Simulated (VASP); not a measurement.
# Ni (C2/c) in VASP: a series of runs, part 2 of 2

VASP 6.6.1. Earlier steps stand in the parts before.

### Step 3. Single point, PBE (11.89 Å³/atom)

This run uses another cell than the first one, of 11.89 Å³/atom.

INCAR

```
SYSTEM = Ni
  ALGO = Normal
  EDIFF = 1E-6
  ENCUT = 520
  GGA = PE
  ISIF = 2
  ISMEAR = -1
  LASPH = .True.
  LCHARG = .True.
  LELF = .True.
  LREAL = .False.
  LVHAR = .True.
  LWAVE = .False.
  NBANDS = 17
  NELM = 100
  PREC = Accurate
  SIGMA = 0.1
```

KPOINTS

```
k-points
0
Gamma
  17 17 16
  0 0 0
```

POSCAR

```
Ni
1.0
   -3.0233416188      3.0237016917      1.2487141387
    3.0237016917     -3.0233416188      1.2487141387
    1.5741370517      1.5741370517     -1.2480546646
Ni
2
Direct
    0.0000238181      0.9999761819      0.0000000000
    0.7499761819      0.2500238181      0.5000000000
```

Potentials or basis: VASP PAW PBE potentials, release 64 (Ni).

The run is started by

```
> cat potpaw_PBE.64/Ni/POTCAR > POTCAR
> mpirun -np 1 vasp_std > vasp.out
```

OUTCAR:

```text
SYSTEM = Ni
   EDIFF = 1E-6
   ENCUT = 520
   GGA = PE
   ISIF = 2
   ISMEAR = -1
   LASPH = .True.
   LREAL = .False.
   NELM = 100
   PREC = Accurate

 ion  position               nearest neighbor table
   1  0.000  1.000  0.000-   2 2.49   2 2.49   2 2.49   2 2.49   2 3.05   2 3.05   2 3.05   2 3.05

   2  0.750  0.250  0.500-   1 2.49   1 2.49   1 2.49   1 2.49   1 3.05   1 3.05   1 3.05   1 3.05

  LATTYP: Found a base centered monoclinic cell.
 ALAT       =     2.4974283293
 B/A-ratio  =     3.4242466787
 C/A-ratio  =     1.0219100889
 COS(beta)  =    -0.4888435610

  Lattice vectors:

 A1 = (  -3.0233416188,   3.0237016917,   1.2487141387)
 A2 = (   3.0237016917,  -3.0233416188,   1.2487141387)
 A3 = (   1.5741370517,   1.5741370517,  -1.2480546646)

Analysis of symmetry for initial positions (statically):
=====================================================================
 Subroutine PRICEL returns:
 Original cell was already a primitive cell.

 Routine SETGRP: Setting up the symmetry group for a
 base centered monoclinic supercell.

 Subroutine GETGRP returns: Found  4 space group operations
[... 165 lines left out ...]
  energy without entropy =      -10.52421715  energy(sigma->0) =      -10.61586588

 E-fermi :   8.0191     XC(G=0): -12.7306

 val. band max:        8.0184833256   @ k =   0.2941   0.1765   0.3750
 cond. band min:       8.0192068737   @ k =   0.2941   0.2353   0.3125
 fundamental gap:      0.0007235481
 Fermi energy:         8.0190656685

 k-point     1 :       0.0000    0.0000    0.0000
  band No.  band energies     occupation
      1      -0.2403      2.00000
      2       4.0303      2.00000
      3       6.0015      2.00000
      4       6.2816      2.00000
      5       6.6350      2.00000
      6       6.6520      2.00000
[... 457 lines left out ...]
      4       6.3077      2.00000
      5       6.6005      2.00000
      6       6.6483      2.00000
[... 9 lines left out ...]
     16      30.8641      0.00000
     17      31.6610      0.00000

 [... further k-points ...]

------------------------ aborting loop because EDIFF is reached ----------------------------------------

  FORCE on cell =-STRESS in cart. coord.  units (eV):
  Direction    XX          YY          ZZ          XY          YZ          ZX
  --------------------------------------------------------------------------------------
  -------------------------------------------------------------------------------------
  Total       -1.8298647     -1.8298647     -1.7513005     -0.0136391     -0.0024728     -0.0024727
  in kB     -123.3108447   -123.3108447   -118.0165620     -0.9191127     -0.1666394     -0.1666332
  external PRESSURE =    -121.5460838 kB  Pullay stress =       0.0000000 kB

 VOLUME and BASIS-vectors are now :
 -----------------------------------------------------------------------------
  energy-cutoff  :      520.00
  volume of cell :       23.78
      direct lattice vectors                 reciprocal lattice vectors
    -3.023341619  3.023701692  1.248714139     0.076030120  0.241400194  0.400366133
     3.023701692 -3.023341619  1.248714139     0.241400194  0.076030120  0.400366133
     1.574137052  1.574137052 -1.248054665     0.317598046  0.317598046 -0.000091581

 POSITION                                       TOTAL-FORCE (eV/Angst)
 -----------------------------------------------------------------------------------
      3.02356     -3.02320      1.24871         0.001052     -0.001052      0.000000
     -0.72437      2.29887      0.62469        -0.001052      0.001052     -0.000000
 -----------------------------------------------------------------------------------
    total drift:                                0.000000      0.000000     -0.000000

  FREE ENERGIE OF THE ION-ELECTRON SYSTEM (eV)
  ---------------------------------------------------
  free  energy   TOTEN  =       -10.7075146085 eV

  energy  without entropy=      -10.5242171544  energy(sigma->0) =      -10.61586588
```

stdout:

```text
POSCAR found type information on POSCAR Ni
 POSCAR found :  1 types and       2 ions
 scaLAPACK will be used
 LDA part: xc-table for (Slater+PW92), standard interpolation
 POSCAR, INCAR and KPOINTS ok, starting setup
 FFT: planning ... GRIDC
 FFT: planning ... GRID_SOFT
 FFT: planning ... GRID
 WAVECAR not read
 entering main loop
```

Run time: 6.7 min. Hardware: 1 thread of AMD EPYC 9R14 (Zen 4), shared host; peak memory 0.49 GiB.

What came out:

| Property | Result |
| --- | --- |
| Free energy | -10.7075 eV |
| Pressure | -12.2 GPa |
| Band gap on the k mesh | zero (bands 10 and 11 overlap by 0.64 eV) |

Levels at points of the mesh, in eV from the Fermi level:
| k point | band 8 | band 9 | band 10 | band 11 | band 12 | band 13 |
| --- | --- | --- | --- | --- | --- | --- |
| (0.00, 0.00, 0.00) | -1.16 | -0.50 | -0.47 | -0.28 | -0.03 | 5.05 |
| (0.00, 0.00, 0.50) | -0.48 | 0.04 | 0.04 | 2.18 | 2.18 | 10.22 |

Caveat: the cell stands under tension; the run has no spin polarisation, though such a crystal can be magnetic.
